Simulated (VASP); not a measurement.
# LiCl in VASP: notebook, part 2 of 2

VASP 6.6.1.

## Step 5: Single point, r2SCAN (strain +0.030 along x and y, +0.030 along z)

Contents of POSCAR:

```
LiCl
1.0
    0.0000000000      2.6417028000      2.6417028000
    2.6417028000      0.0000000000      2.6417028000
    2.6417028000      2.6417028000      0.0000000000
Li Cl
1 1
Direct
    0.0000000000      0.0000000000      0.0000000000
    0.5000000000      0.5000000000      0.5000000000
```

Contents of INCAR.step1:

```
SYSTEM = LiCl
ALGO = Normal ; EDIFF = 1E-4
ENCUT = 520 ; GGA = PE
ISMEAR = 0 ; LASPH = .TRUE.
LCHARG = .FALSE. ; LREAL = .FALSE.
LWAVE = .TRUE. ; NBANDS = 12
NELM = 80 ; PREC = Accurate
SIGMA = 0.05
```

Contents of INCAR.step2:

```
SYSTEM = LiCl
ALGO = Normal ; EDIFF = 1E-6
ENCUT = 520 ; ISIF = 2
ISMEAR = 0 ; ISTART = 1
LASPH = .TRUE. ; LCHARG = .TRUE.
LELF = .TRUE. ; LMIXTAU = .TRUE.
LREAL = .FALSE. ; LVHAR = .TRUE.
LWAVE = .FALSE. ; METAGGA = R2SCAN
NBANDS = 12 ; NELM = 80
PREC = Accurate ; SIGMA = 0.05
```

Contents of KPOINTS:

```
k-points
0
G
  8 8 8
  0 0 0
```

Potentials or basis: VASP PAW PBE potentials, release 64 (Li_sv, Cl).

Run with:

```
$ cat potpaw_PBE.64/Li_sv/POTCAR potpaw_PBE.64/Cl/POTCAR > POTCAR
$ cp INCAR.step1 INCAR
$ mpirun -np 1 vasp_std > vasp.out
$ cp INCAR.step2 INCAR
$ mpirun -np 1 vasp_std > vasp.out
```

OUTCAR:

```text
SYSTEM = LiCl
   EDIFF = 1E-6
   ENCUT = 520
   ISIF = 2
   ISMEAR = 0
   ISTART = 1
   LASPH = .TRUE.
   LREAL = .FALSE.
   METAGGA = R2SCAN
   NELM = 80
   PREC = Accurate

 ion  position               nearest neighbor table
   1  0.000  0.000  0.000-
   2  0.500  0.500  0.500-

  LATTYP: Found a face centered cubic cell.
 ALAT       =     5.2834056000

  Lattice vectors:

 A1 = (   0.0000000000,   2.6417028000,   2.6417028000)
 A2 = (   2.6417028000,   0.0000000000,   2.6417028000)
 A3 = (   2.6417028000,   2.6417028000,   0.0000000000)

Analysis of symmetry for initial positions (statically):
=====================================================================
 Subroutine PRICEL returns:
 Original cell was already a primitive cell.

 Routine SETGRP: Setting up the symmetry group for a
 face centered cubic supercell.

 Subroutine GETGRP returns: Found 48 space group operations
 (whereof 48 operations were pure point group operations)
 out of a pool of 48 trial point group operations.

The static configuration has the point symmetry O_h .

Analysis of symmetry for dynamics (positions and initial velocities):
=====================================================================
 Subroutine PRICEL returns:
 Original cell was already a primitive cell.

 Routine SETGRP: Setting up the symmetry group for a
 face centered cubic supercell.

 Subroutine GETGRP returns: Found 48 space group operations
 (whereof 48 operations were pure point group operations)
 out of a pool of 48 trial point group operations.

The dynamic configuration has the point symmetry O_h .

 Subroutine INISYM returns: Found 48 space group operations
 (whereof 48 operations are pure point group operations),
 and found     1 'primitive' translations

----------------------------------------------------------------------------------------

                                     Primitive cell

  volume of cell :      36.8707

  direct lattice vectors                    reciprocal lattice vectors
     0.000000000  2.641702800  2.641702800    -0.189271859  0.189271859  0.189271859
     2.641702800  0.000000000  2.641702800     0.189271859 -0.189271859  0.189271859
     2.641702800  2.641702800  0.000000000     0.189271859  0.189271859 -0.189271859

  length of vectors
     3.735931928  3.735931928  3.735931928     0.327828476  0.327828476  0.327828476

  position of ions in fractional coordinates (direct lattice)
     0.000000000  0.000000000  0.000000000
     0.500000000  0.500000000  0.500000000

  ion indices of the primitive-cell ions
   primitive index   ion index
                 1           1
                 2           2

----------------------------------------------------------------------------------------

 KPOINTS: k-points

Automatic generation of k-mesh.
 Grid dimensions read from file:
 generate k-points for:    8    8    8

 Generating k-lattice:

  Cartesian coordinates                     Fractional coordinates (reciprocal lattice)
    -0.023658982  0.023658982  0.023658982     0.125000000  0.000000000  0.000000000
     0.023658982 -0.023658982  0.023658982     0.000000000  0.125000000  0.000000000
     0.023658982  0.023658982 -0.023658982     0.000000000  0.000000000  0.125000000

  Length of vectors
     0.040978560  0.040978560  0.040978560

  Shift w.r.t. Gamma in fractional coordinates (k-lattice)
     0.000000000  0.000000000  0.000000000

 Subroutine IBZKPT returns following result:
 ===========================================

 Found     29 irreducible k-points:

 Following reciprocal coordinates:
            Coordinates               Weight
  0.000000  0.000000  0.000000      1.000000
  0.125000  0.000000  0.000000      8.000000
  0.250000  0.000000  0.000000      8.000000
  0.375000  0.000000  0.000000      8.000000
  0.500000  0.000000  0.000000      4.000000
  0.125000  0.125000  0.000000      6.000000
[... 16 lines left out ...]
  0.500000  0.250000  0.125000     48.000000
 -0.375000  0.250000  0.125000     24.000000
 [... further k-points ...]
   k-points           NKPTS =     29   k-points in BZ     NKDIM =     29   number of bands    NBANDS=     12
   number of dos      NEDOS =    301   number of ions     NIONS =      2
   total plane-waves  NPLWV =  21952
   dimension x,y,z NGX =    28 NGY =   28 NGZ =   28
   dimension x,y,z NGXF=    56 NGYF=   56 NGZF=   56
   ions per type =               1   1
   NGX,Y,Z   is equivalent  to a cutoff of  12.46, 12.46, 12.46 a.u.
   NGXF,Y,Z  is equivalent  to a cutoff of  24.92, 24.92, 24.92 a.u.
 SYSTEM =  LiCl
   PREC   = accura    normal or accurate (medium, high low for compatibility)
   ISTART =      1    job   : 0-new  1-cont  2-samecut
   ICHARG =      0    charge: 1-file 2-atom 10-const
   ISPIN  =      1    spin polarized calculation?
   LNONCOLLINEAR =      F non collinear calculations
   LSORBIT =      F    spin-orbit coupling
   LASPH  =      T    aspherical Exc in radial PAW
   ENCUT  =  520.0 eV  38.22 Ry    6.18 a.u.   6.95  6.95  6.95*2*pi/ulx,y,z
   NELM   =     80;   NELMIN=  2; NELMDL=  0     # of ELM steps
   EDIFF  = 0.1E-05   stopping-criterion for ELM
   LREAL  =      F    real-space projection
   EDIFFG = 0.1E-04   stopping-criterion for IOM
   NSW    =      0    number of steps for IOM
   IBRION =     -1    ionic relax: 0-MD 1-quasi-New 2-CG
   NFREE  =      0    steps in history (QN), initial steepest desc. (CG)
   ISIF   =      2    stress and relaxation
   ISYM   =      2    0-nonsym 1-usesym 2-fastsym
   POTIM  = 0.5000    time-step for ionic-motion
   TEBEG  =    0.0;   TEEND  =   0.0 temperature during run
   PSTRESS=    0.0 pullay stress
   NELECT =      10.0000    total number of electrons
   NUPDOWN=      -1.0000    fix difference up-down
   EMIN   =  10.00;   EMAX   =-10.00  energy-range for DOS
   EFERMI =   0.00;   METHOD = LEGACY
   ISMEAR =     0;   SIGMA  =   0.05  broadening in eV -4-tet -1-fermi 0-gaus
   EFERMI_NEDOS =   21; number of points for ismear=-14 and -15
   IALGO  =     38    algorithm
   IMIX   =      4    mixing-type and parameters
     AMIX     =   0.40;   BMIX     =  1.00
     AMIX_MAG =   1.60;   BMIX_MAG =  1.00
  volume/ion in A,a.u.               =      18.44       124.41
  Fermi-wavevector in a.u.,A,eV,Ry     =   1.059695  2.002533 15.278709  1.122953
  Thomas-Fermi vector in A             =   2.195050
   LORBIT       =      0    0 simple, 1 ext, 2 COOP (PROOUT), +10 PAW based schemes
   METAGGA = R2SCAN    functional components
   LHFCALC =     F    Hartree Fock is set to
   AEXX    =    0.0000 exact exchange contribution
   IVDW    =     0    specifies the selected vdW correction
   LEPSILON=     F    determine dielectric tensor
   LRPA    =     F    only Hartree local field effects (RPA)
 non-spin polarized calculation
 Gauss-broadening in eV      SIGMA  =   0.05
  energy-cutoff  :      520.00
  volume of cell :       36.87
 maximum number of plane-waves:      1003
   NGX = 13   NGY = 13   NGZ = 13

 number of electron       9.9999998 magnetization

 Free energy of the ion-electron system (eV)
  ---------------------------------------------------
  ext. energy  EPLUGINS =         0.00000000
  ---------------------------------------------------
  free energy    TOTEN  =       -12.54535197 eV

  energy without entropy =      -12.54535197  energy(sigma->0) =      -12.54535197

 E-fermi :  -0.1214     XC(G=0):  -8.7579

 val. band max:       -0.4432930865   @ k =   0.0000   0.0000   0.0000
 cond. band min:       6.3495782066   @ k =   0.0000   0.0000   0.0000
 fundamental gap:      6.7928712931
 Fermi energy:        -0.1214208384

 k-point     1 :       0.0000    0.0000    0.0000
  band No.  band energies     occupation
      1     -45.4155      2.00000
      2     -14.1320      2.00000
      3      -0.4433      2.00000
      4      -0.4433      2.00000
      5      -0.4433      2.00000
      6       6.3496      0.00000
      7      12.1365      0.00000
      8      12.1366      0.00000
      9      12.1366      0.00000
     10      14.6995      0.00000
     11      14.8613      0.00000
     12      14.8615      0.00000
[... 331 lines left out ...]
 k-point    24 :      -0.3750    0.2500    0.1250
  band No.  band energies     occupation
      1     -45.4137      2.00000
      2     -13.5684      2.00000
      3      -2.6841      2.00000
      4      -1.5741      2.00000
      5      -0.9523      2.00000
      6       8.3707      0.00000
      7       9.5868      0.00000
      8      10.7824      0.00000
      9      11.7304      0.00000
     10      15.6182      0.00000
     11      16.2701      0.00000
     12      18.1758      0.00000

 [... further k-points ...]

------------------------ aborting loop because EDIFF is reached ----------------------------------------

  FORCE on cell =-STRESS in cart. coord.  units (eV):
  Direction    XX          YY          ZZ          XY          YZ          ZX
  --------------------------------------------------------------------------------------
  -------------------------------------------------------------------------------------
  Total       -0.7267262     -0.7267262     -0.7267262      0.0000000     -0.0000000     -0.0000000
  in kB      -31.5790837    -31.5790837    -31.5790837      0.0000000     -0.0000000     -0.0000000
  external PRESSURE =     -31.5790837 kB  Pullay stress =       0.0000000 kB

 VOLUME and BASIS-vectors are now :
 -----------------------------------------------------------------------------
  energy-cutoff  :      520.00
  volume of cell :       36.87
      direct lattice vectors                 reciprocal lattice vectors
     0.000000000  2.641702800  2.641702800    -0.189271859  0.189271859  0.189271859
     2.641702800  0.000000000  2.641702800     0.189271859 -0.189271859  0.189271859
     2.641702800  2.641702800  0.000000000     0.189271859  0.189271859 -0.189271859

 POSITION                                       TOTAL-FORCE (eV/Angst)
 -----------------------------------------------------------------------------------
      0.00000      0.00000      0.00000         0.000000      0.000000     -0.000000
      2.64170      2.64170      2.64170        -0.000000     -0.000000      0.000000
 -----------------------------------------------------------------------------------
    total drift:                                0.000000      0.000000      0.000000

  FREE ENERGIE OF THE ION-ELECTRON SYSTEM (eV)
  ---------------------------------------------------
  free  energy   TOTEN  =       -12.5453519746 eV

  energy  without entropy=      -12.5453519746  energy(sigma->0) =      -12.54535197
```

Run time: 50 s. Hardware: 1 thread of AMD EPYC 7R13 (Zen 3), shared host; peak memory 0.13 GiB.

What came out:

```yaml
Free_energy: -12.5454 eV
Band_gap_on_the_k_mesh: 6.79 eV
```

Caveat: the cell differs from its parent crystal (strain +0.030 along x and y, +0.030 along z); the cutoff is under 1.25 times the usual one of these potentials, so pressure, stress and relaxed cells hold a basis-set (Pulay) error; the PAW data sets were made with another functional, which shifts forces and pressure a little. A k mesh can miss the band edges.

## Step 6: Single point, r2SCAN (strain -0.030 along x and y, -0.015 along z)

Contents of POSCAR:

```
LiCl
1.0
    0.0000000000      2.4878172000      2.5262886000
    2.4878172000      0.0000000000      2.5262886000
    2.4878172000      2.4878172000      0.0000000000
Li Cl
1 1
Direct
    0.0000000000      0.0000000000      0.0000000000
    0.5000000000      0.5000000000      0.5000000000
```

Contents of INCAR.step1:

```
SYSTEM = LiCl
ALGO     = Normal         ! electronic algorithm
EDIFF    = 1E-4           ! SCF threshold, eV
ENCUT    = 520            ! plane-wave cutoff, eV
GGA      = PE             ! functional
ISMEAR   = 0              ! smearing method
LASPH    = .True.         ! aspherical terms in the spheres
LCHARG   = .False.        ! write CHGCAR
LREAL    = .False.        ! projectors in reciprocal space
LWAVE    = .True.         ! write WAVECAR
NBANDS   = 12             ! bands
NELM     = 80             ! most SCF steps
PREC     = Accurate       ! precision mode
SIGMA    = 0.05           ! smearing width, eV
```

Contents of INCAR.step2:

```
SYSTEM = LiCl
ALGO     = Normal         ! electronic algorithm
EDIFF    = 1E-7           ! SCF threshold, eV
ENCUT    = 520            ! plane-wave cutoff, eV
ISIF     = 2              ! what is computed and relaxed
ISMEAR   = 0              ! smearing method
ISTART   = 1            
LASPH    = .True.         ! aspherical terms in the spheres
LCHARG   = .False.        ! write CHGCAR
LMIXTAU  = .True.       
LREAL    = .False.        ! projectors in reciprocal space
LWAVE    = .False.        ! write WAVECAR
METAGGA  = R2SCAN         ! meta-GGA
NBANDS   = 12             ! bands
NELM     = 80             ! most SCF steps
PREC     = Accurate       ! precision mode
SIGMA    = 0.05           ! smearing width, eV
```

Contents of KPOINTS:

```
k-points
0
Gamma
  8 8 8
  0 0 0
```

Potentials or basis: VASP PAW PBE potentials, release 64 (Li_sv, Cl).

Run with:

```
$ cat potpaw_PBE.64/Li_sv/POTCAR potpaw_PBE.64/Cl/POTCAR > POTCAR
$ cp INCAR.step1 INCAR
$ mpirun -np 1 vasp_std > vasp.out
$ cp INCAR.step2 INCAR
$ mpirun -np 1 vasp_std > vasp.out
```

Wall time 96 s (1 thread of AMD EPYC 7R13 (Zen 3), shared host); peak memory 0.13 GiB.

The run converged. Its results:

| Item | Value |
| --- | --- |
| Free energy | -12.5758 eV |
| Band gap on the k mesh | 7.59 eV (least direct gap 7.79 eV) |

Levels at points of the mesh, in eV from the valence-band top:
```csv
k point,band 2,band 3,band 4,band 5,band 6,band 7,band 8,band 9
"(0.00, 0.00, 0.00)",-14.30,-0.04,-0.04,0.00,7.79,12.59,12.73,12.73
"(0.50, 0.00, 0.00)",-13.61,-3.19,-0.36,-0.32,7.59,10.25,10.38,15.05
"(0.50, 0.50, 0.00)",-13.32,-3.34,-1.27,-1.27,8.83,8.98,14.11,16.13
"(0.50, 0.00, 0.50)",-13.29,-3.33,-1.38,-1.27,8.75,8.93,14.35,15.81
```

Caveat: the cell differs from its parent crystal (strain -0.030 along x and y, -0.015 along z); the cutoff is under 1.25 times the usual one of these potentials, so pressure, stress and relaxed cells hold a basis-set (Pulay) error; the PAW data sets were made with another functional, which shifts forces and pressure a little.

## Step 7: The runs side by side

| cell | gap on the mesh (eV) |
| --- | --- |
| a = 3.518 Å, angles 60.0°, 2 atoms | 7.64 |
| a = 3.573 Å, angles 60.0°, 2 atoms | 7.59 |
| a = 3.682 Å, angles 60.0°, 2 atoms | 7.03 |
| a = 3.736 Å, angles 60.0°, 2 atoms | 6.79 |
| a = 3.546, b = 3.546, c = 3.518 Å, angles 60.3, 60.3, 59.5°, 2 atoms | 7.59 |

Alike in all rows: task single point; level r2SCAN; potentials or basis VASP PAW PBE potentials, release 64 (Li_sv, Cl); no spin polarisation; k mesh 8 × 8 × 8; cutoff (eV) 520; smearing gaussian 0.05 eV.

Caveats: the cutoff is under 1.25 times the usual one of these potentials, so pressure, stress and relaxed cells hold a basis-set (Pulay) error; the PAW data sets were made with another functional, which shifts forces and pressure a little.

Total energies depend on the potentials used, so only differences within one code and one set of settings carry meaning.
